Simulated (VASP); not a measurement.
The system is HfSc2O2.

```
CELL_PARAMETERS angstrom
3.17293 0.00000 0.00000
-1.58647 2.74784 0.00000
0.00000 0.00000 8.06339
ATOMIC_POSITIONS crystal
Hf 0.00000 0.00000 0.00000
Sc 0.33333 0.66667 0.66497
Sc 0.66667 0.33333 0.33503
O 0.33333 0.66667 0.16749
O 0.66667 0.33333 0.83251
```

```yaml
Program: VASP 6.6.1
Task: relaxation of cell and atoms
Functional: PBE
Potentials_or_basis: VASP PAW PBE potentials, release 64 (Hf_pv, Sc_sv, O)
Cutoff: 600 eV
k_mesh: 12 × 12 × 6
Occupations: gaussian, width 0.1 eV
Spin: no spin polarisation
```

At the start: pressure -1.1 GPa; volume 14.06 Å³/atom.

Q: Where does the relaxation end?

A: Over 17 steps the energy falls by 5.9 meV/atom and the volume is 14.17 Å³/atom (+0.8 %); space group P-3m1 (No. 164, to 0.1 Å) before and after.

The path:
| step | energy change (eV) | largest force (eV/Å) | pressure (GPa) | volume (Å³) |
| --- | --- | --- | --- | --- |
| 1 | 0.0000 | 0.2289 | -1.13 | 70.30 |
| 2 | -0.0061 | 0.1035 | 1.14 | 69.30 |
| 3 | -0.0063 | 0.1224 | 0.79 | 69.45 |
| 4 | -0.0120 | 0.0753 | 0.58 | 69.66 |
| 5 | -0.0186 | 0.1540 | 0.16 | 70.21 |
| 6 | -0.0227 | 0.1479 | -0.32 | 70.55 |
| 7 | -0.0258 | 0.1204 | -1.06 | 71.14 |
| 8 | -0.0277 | 0.0868 | -0.70 | 71.03 |
| 9 | -0.0289 | 0.0330 | 0.01 | 70.82 |
| 10 | -0.0289 | 0.0332 | -0.07 | 70.84 |
| 11 | -0.0292 | 0.0238 | -0.03 | 70.83 |
| 12 | -0.0296 | 0.0145 | 0.08 | 70.78 |
| 13 | -0.0296 | 0.0143 | 0.12 | 70.77 |
| 14 | -0.0296 | 0.0138 | -0.01 | 70.83 |
| 15 | -0.0296 | 0.0144 | -0.06 | 70.86 |
| 16 | -0.0297 | 0.0104 | -0.04 | 70.85 |
| 17 | -0.0297 | 0.0031 | -0.01 | 70.84 |

Final structure:
```yaml
crystal:
  lattice:
    - [3.23006, 0.00000, 0.00000]
    - [-1.61503, 2.79731, 0.00000]
    - [0.00000, 0.00000, 7.84031]
  atoms:
    - { symbol: Hf, position: [0.00000, 0.00000, 0.00000] }
    - { symbol: Sc, position: [0.33333, 0.66667, 0.67129] }
    - { symbol: Sc, position: [0.66667, 0.33333, 0.32871] }
    - { symbol: O, position: [0.33333, 0.66667, 0.15821] }
    - { symbol: O, position: [0.66667, 0.33333, 0.84179] }
```
